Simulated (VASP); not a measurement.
Mn2Al2Cu, 5 atoms in the cell. The structure is tetragonal, space group P4mm (No. 99). Conventional cell: a = 3.866 Å, b = 3.866 Å, c = 5.202 Å, α = 90.00°, β = 90.00°, γ = 90.00°. Within 3.0 Å of Mn (site symmetry 4mm) lie 2 Cu at 2.28 to 2.93 Å and 4 Al at 2.42 Å and 4 Mn at 2.87 Å. Mn (site symmetry 4mm) has 8 Mn at 2.87 to 3.87 Å and 8 Al at 3.03 to 3.46 Å and 4 Cu at 3.07 Å within 3.9 Å. Al (site symmetry 2mm) has 4 Mn at 2.42 to 3.03 Å and 2 Cu at 2.43 Å and 4 Al at 2.73 Å within 3.2 Å. Within 3.1 Å of Cu (site symmetry 4mm) lie 6 Mn at 2.28 to 3.07 Å and 4 Al at 2.43 Å. The cell was generated, and may not be a known phase.

| Item | Value |
| --- | --- |
| Program | VASP 6.6.1 |
| Task | single point |
| Functional | PBE |
| Potentials or basis | VASP PAW PBE potentials, release 64 (Mn_pv, Al, Cu) |
| Cutoff | 520 eV |
| k mesh | 6 × 6 × 4 |
| Occupations | gaussian, width 0.1 eV |
| Spin | collinear spin, antiferromagnetic start |
| Starting moments | [-4.0, 4.0, 0.0, 0.0, 0.0] μB |
| Dipole correction | no |
| Further INCAR settings | ALGO = Normal; EDIFF = 1e-06; NBANDS = 34 |

Potentials or basis: VASP PAW PBE potentials, release 64 (Mn_pv, Al, Cu).

Launch:

```bash
$ cat potpaw_PBE.64/Mn_pv/POTCAR potpaw_PBE.64/Al/POTCAR potpaw_PBE.64/Cu/POTCAR > POTCAR
$ mpirun -np 1 vasp_std > vasp.out
```

Hardware: 1 thread of Intel Xeon 8259CL, with other jobs on the host.

Problem. How long does it take, and how much memory?

Solution. It took 4.2 min on 1 thread of Intel Xeon 8259CL, with other jobs on the host, peak memory 0.28 GiB. Counts: scf iterations 18, k points 30.
